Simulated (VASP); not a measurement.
## PbSe: single point with r2SCAN

Crystal: PbSe.

```
Pb Se
1.0
     0.00000    3.08870    3.18136
     3.08870    0.00000    3.18136
     3.08870    3.08870    0.00000
Pb Se
1 1
Direct
  0.00000 0.00000 0.00000
  0.50000 0.50000 0.50000
```

This cell differs from its parent crystal: uniaxial z strain +3.0%.

```json
{"Program": "VASP 6.6.1", "Task": "single point", "Functional": "r2SCAN", "Potentials or basis": "VASP PAW PBE potentials, release 64 (Pb_d, Se)", "Cutoff": "520 eV", "k mesh": "8 × 8 × 8", "Occupations": "fermi-dirac, width 0.02 eV", "Spin": "non-collinear spin, zero start, spin-orbit coupling", "Starting moments": "[[0.0, 0.0, 0.0], [0.0, 0.0, 0.0]] μB"}
```

| Item | Value |
| --- | --- |
| Pressure | -1.4 GPa |
| Net moment | 0.00 μB per cell |
| Valence electrons inside the program's atomic spheres | Pb 11.81; Se 3.84 |

Stress tensor (GPa, compression positive):
```
-0.56  0.00  0.00
 0.00 -0.56  0.00
 0.00  0.00 -3.20
```

Moments on the atoms (μB; x, y, z):
```
Pb  0.00 0.00 0.00
Se  0.00 0.00 0.00
```

It took 21 min on 1 thread of AMD EPYC 7R13 Processor (Zen 3), with other jobs on the host, peak memory 0.49 GiB.

Caveat: the cell differs from its parent crystal (uniaxial z strain +3.0%); the PAW data sets were made with another functional, which shifts forces and pressure a little.
